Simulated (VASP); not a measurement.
# Cd3SnS4 in VASP: a series of runs, part 3 of 3

VASP 6.6.1.

## (5) Single point, PBE

This run uses another cell than the first one, of 21.81 Å³/atom.

INCAR reads:

```
  PREC = Accurate
  ENCUT = 520
  EDIFF = 1E-7
  ISMEAR = 0
  SIGMA = 0.2
  LREAL = F
  LASPH = T
  NELM = 80
  ALGO = Normal
  ISIF = 2
  LWAVE = F
  LCHARG = F
  GGA = PE
  NBANDS = 47
```

KPOINTS reads:

```
regular mesh
0
Gamma
  4 4 4
```

POSCAR reads:

```
Cd3SnS4
1.0
    5.6238430324     -0.0018015090      0.0006448492
   -0.0017172857      5.6166039302     -0.0011047491
   -2.8098621699     -2.8083940380      5.5236550318
Cd Sn S
3 1 4
Direct
    0.5015994900      0.4992573882      1.0000716009
    0.2513605031      0.7499354910      0.5001569590
    0.7509555958      0.2496299840      0.5000549952
    0.0010450382      0.0000601012     -0.0000668705
    0.4963753041      0.0000318059     -0.0000728582
   -0.0006511399      0.5007523203      0.0001121006
    0.2578209245      0.2581412966      0.5160120780
    0.7414942843      0.7421916129      0.4837319951
```

Potentials or basis: VASP PAW PBE potentials, release 64 (Cd, Sn_d, S).

The run is started by

```bash
$ cat potpaw_PBE.64/Cd/POTCAR potpaw_PBE.64/Sn_d/POTCAR potpaw_PBE.64/S/POTCAR > POTCAR
$ mpirun -np 1 vasp_std > vasp.out
```

OUTCAR:

```text
PREC = Accurate
   ENCUT = 520
   EDIFF = 1E-7
   ISMEAR = 0
   LREAL = F
   LASPH = T
   NELM = 80
   ISIF = 2
   GGA = PE

 ion  position               nearest neighbor table
   1  0.502  0.499  0.000-   8 2.67   7 2.67   6 2.80   5 2.80   5 2.81   6 2.82
   2  0.251  0.750  0.500-   5 2.76   6 2.76   8 2.80   7 2.81   7 2.81   8 2.82
   3  0.751  0.250  0.500-   6 2.76   5 2.76   8 2.81   7 2.81   8 2.81   7 2.82
   4  0.001  0.000  1.000-   5 2.79   6 2.80   6 2.81   5 2.84   7 2.85   8 2.85
   5  0.496  0.000  1.000-   2 2.76   3 2.76   4 2.79   1 2.80   1 2.81   4 2.84
   6  0.999  0.501  0.000-   2 2.76   3 2.76   1 2.80   4 2.80   4 2.81   1 2.82
[... 1420 lines left out ...]
  in kB        0.3780844      1.0677539      2.9424237      0.1522089      0.0995925     -0.0940882
  external PRESSURE =       1.4627540 kB  Pullay stress =       0.0000000 kB

 VOLUME and BASIS-vectors are now :
 -----------------------------------------------------------------------------
  energy-cutoff  :      520.00
  volume of cell :      174.47
      direct lattice vectors                 reciprocal lattice vectors
     5.623843032 -0.001801509  0.000644849     0.177803999  0.000072162  0.090484903
    -0.001717286  5.616603930 -0.001104749     0.000046656  0.178061358  0.090555538
    -2.809862170 -2.808394038  5.523655032    -0.000020748  0.000035604  0.181047094

 POSITION                                       TOTAL-FORCE (eV/Angst)
 -----------------------------------------------------------------------------------
      2.81986      2.80303      0.00017        -0.004528      0.005180     -0.003934
      0.00695      2.80700      2.76203        -0.002947     -0.000287     -0.002069
      2.81774     -0.00363      2.76234         0.001242      0.003079      0.000519
     -2.80380     -2.80787      5.52329        -0.002147     -0.003939      0.001611
     -0.01812     -2.80891      5.52357         0.007570      0.000109      0.000361
      5.61901      2.81041      0.00071         0.002547     -0.000499     -0.002603
     -0.00042      0.00025      2.85015        -0.004005      0.001081     -0.012722
      2.80955      2.80875      2.67163         0.002268     -0.004724      0.018836
 -----------------------------------------------------------------------------------
    total drift:                                0.000403     -0.000236     -0.000036

  FREE ENERGIE OF THE ION-ELECTRON SYSTEM (eV)
  ---------------------------------------------------
  free  energy   TOTEN  =       -26.3534202515 eV

  energy  without entropy=      -26.3362413303  energy(sigma->0) =      -26.34483079
```

OSZICAR:

```text
N       E                     dE             d eps       ncg     rms          rms(c)
DAV:   1     0.711156715550E+03    0.71116E+03   -0.34534E+04  3562   0.170E+03
DAV:   2     0.615245437868E+02   -0.64963E+03   -0.62516E+03  3413   0.497E+02
DAV:   3    -0.239821414110E+02   -0.85507E+02   -0.83146E+02  3933   0.149E+02
DAV:   4    -0.282940084348E+02   -0.43119E+01   -0.42821E+01  3977   0.336E+01
DAV:   5    -0.284129545427E+02   -0.11895E+00   -0.11888E+00  4282   0.592E+00    0.132E+01
DAV:   6    -0.263886155639E+02    0.20243E+01   -0.44837E+00  4133   0.144E+01    0.110E+01
DAV:   7    -0.263596024070E+02    0.29013E-01   -0.14235E+00  3807   0.478E+00    0.539E+00
DAV:   8    -0.263580563985E+02    0.15460E-02   -0.16628E-01  3757   0.282E+00    0.713E-01
DAV:   9    -0.263532837555E+02    0.47726E-02   -0.38053E-02  3827   0.159E+00    0.148E-01
DAV:  10    -0.263532769000E+02    0.68555E-05   -0.32276E-03  3757   0.429E-01    0.139E-01
DAV:  11    -0.263533461552E+02   -0.69255E-04   -0.46417E-04  4212   0.102E-01    0.900E-02
DAV:  12    -0.263534128219E+02   -0.66667E-04   -0.66114E-05  3728   0.467E-02    0.220E-02
DAV:  13    -0.263534206478E+02   -0.78259E-05   -0.14616E-05  3819   0.226E-02    0.781E-03
DAV:  14    -0.263534203472E+02    0.30057E-06   -0.12027E-06  4087   0.675E-03    0.615E-03
DAV:  15    -0.263534202515E+02    0.95687E-07   -0.40031E-07  3549   0.250E-03
   1 F= -.26353420E+02 E0= -.26344831E+02  d E =-.171789E-01
```

stdout:

```text
POSCAR found type information on POSCAR CdSnS
 POSCAR found :  3 types and       8 ions
 scaLAPACK will be used
 LDA part: xc-table for (Slater+PW92), standard interpolation
 POSCAR, INCAR and KPOINTS ok, starting setup
 FFT: planning ... GRIDC
 FFT: planning ... GRID_SOFT
 FFT: planning ... GRID
 WAVECAR not read
 entering main loop
```

It took 3.3 min on 1 thread of Intel Xeon Platinum 8488C (Sapphire Rapids), shared host; peak memory 0.45 GiB.

Results:

| Property | Result |
| --- | --- |
| Free energy | -26.3534 eV |
| Pressure | 0.1 GPa |
| Largest force | 0.020 eV/Å |
| Band gap on the k mesh | zero (bands 37 and 38 overlap by 1.76 eV) |

Forces in eV/Å, atoms in the order of the input:
```
Cd  -0.005  0.005 -0.004
Cd  -0.003  0.000 -0.002
Cd   0.001  0.003  0.001
Sn  -0.002 -0.004  0.002
S    0.008  0.000  0.000
S    0.003  0.000 -0.003
S   -0.004  0.001 -0.013
S    0.002 -0.005  0.019
```

Stress tensor (GPa, compression positive):
```
 0.04  0.02 -0.01
 0.02  0.11  0.01
-0.01  0.01  0.29
```

Caveat: spin-orbit coupling is left out, which moves the levels of the heavy elements.

## (6) Summary

```tsv
task	cell	k mesh	cutoff (eV)	smearing	gap on the mesh (eV)	pressure (GPa)	largest force (eV/Å)
single point	a = 6.822 Å, angles 131.6, 131.6, 70.9°, 8 atoms, atomic positions A	3 × 3 × 3	520	gaussian 0.15 eV	none	0.1	0.01
single point	a = 5.603, b = 5.603, c = 6.810 Å, angles 114.3, 114.3, 90.0°, 8 atoms, atomic positions B	4 × 4 × 4	520	gaussian 0.2 eV	none	0.4	0.04
relaxation of cell and atoms	relaxed from a = 7.025 Å, angles 131.8, 131.8, 70.5°, 8 atoms, atomic positions C	3 × 3 × 3	600	gaussian 0.15 eV	none	0.0	0.05
single point	a = 5.624, b = 5.617, c = 6.804 Å, angles 114.4, 114.4, 90.0°, 8 atoms, atomic positions D	4 × 4 × 4	520	gaussian 0.2 eV	none	0.1	0.02
```

Alike in all rows: level PBE; potentials or basis VASP PAW PBE potentials, release 64 (Cd, Sn_d, S); no spin polarisation.

Caveats: some runs use coarse meshes; spin-orbit coupling is left out, which moves the levels of the heavy elements; semilocal functionals underestimate gaps, so a narrow gap can read as zero (at least some runs); the relaxation stopped at a loose force limit of 0.08 eV/Å, so its end isn't a converged minimum (at least some runs).

Absolute energies hang on the potentials; compare differences alone.
